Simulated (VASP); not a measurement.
SnO2: single point with LDA

SnO2:

```xyz
6
Lattice="4.7532 0.0348 0.0714 0.0353 4.7642 0.1501 0.0483 0.0999 3.2036" Properties=species:S:1:pos:R:3 pbc="T T T"
Sn    2.2945    2.3633    1.9204
Sn   -0.0649   -0.2332   -0.0988
O     1.7775    1.4432    0.4115
O     3.7911    0.8370    0.9595
O     1.1243    4.0529    1.8859
O     3.1214    3.6842    0.2806
```

This cell differs from its parent crystal: atoms moved at random and the cell strained at random.

| Property | Result |
| --- | --- |
| Program | VASP 6.6.1 |
| Task | single point |
| Functional | LDA |
| Potentials or basis | VASP PAW LDA potentials, release 64 (Sn_d, O) |
| Cutoff | 520 eV |
| k mesh | 6 × 6 × 8 |
| Occupations | gaussian, width 0.05 eV |
| Spin | no spin polarisation |
| Dipole correction | no |
| Further INCAR settings | ALGO = Normal; EDIFF = 1e-06; NBANDS = 35 |

```yaml
Pressure: 28.0 GPa
Largest_force: 11.547 eV/Å
Band_gap_on_the_k_mesh: 0.09 eV, direct
```

Forces on the atoms (eV/Å):
```
Sn   3.538  2.954  1.310
Sn   6.191 -1.758 -3.053
O   -4.415 -1.613 -3.418
O   -2.298  7.587  8.395
O    0.413 -1.638 -2.223
O   -3.429 -5.532 -1.012
```

Stress tensor (GPa, compression positive):
```
 38.69  -4.76 -11.04
 -4.76  26.91  15.08
-11.04  15.08  18.32
```

Levels at points of the mesh, in eV from the valence-band top:
```csv
k point,band 24,band 25,band 26,band 27,band 28,band 29
"(0.00, 0.00, 0.00)",-1.57,-1.04,0.00,0.09,3.62,4.82
"(0.50, 0.00, 0.00)",-1.85,-1.29,-0.54,1.86,3.09,4.89
"(0.00, 0.50, 0.00)",-1.57,-1.27,-0.53,2.31,2.88,4.29
"(0.50, 0.50, 0.00)",-2.03,-1.03,-0.94,2.54,3.86,4.23
"(0.00, 0.00, 0.50)",-2.13,-1.05,-0.15,3.30,4.46,5.79
"(0.50, 0.00, 0.50)",-1.81,-0.96,-0.72,3.36,4.34,5.48
"(0.00, 0.50, 0.50)",-1.75,-0.82,-0.17,3.08,4.99,5.80
"(0.50, 0.50, 0.50)",-1.59,-1.23,-0.55,3.22,4.12,5.33
```

It took 4.8 min on 1 thread of Intel(R) Xeon(R) Platinum 8488C (Sapphire Rapids) (shared host), peak memory 0.36 GiB.

Caveat: the cell differs from its parent crystal (atoms moved at random and the cell strained at random); spin-orbit coupling is left out, which moves the levels of the heavy elements; forces of over 1 eV/Å act on the atoms, so gaps and moduli don't describe the material at rest.
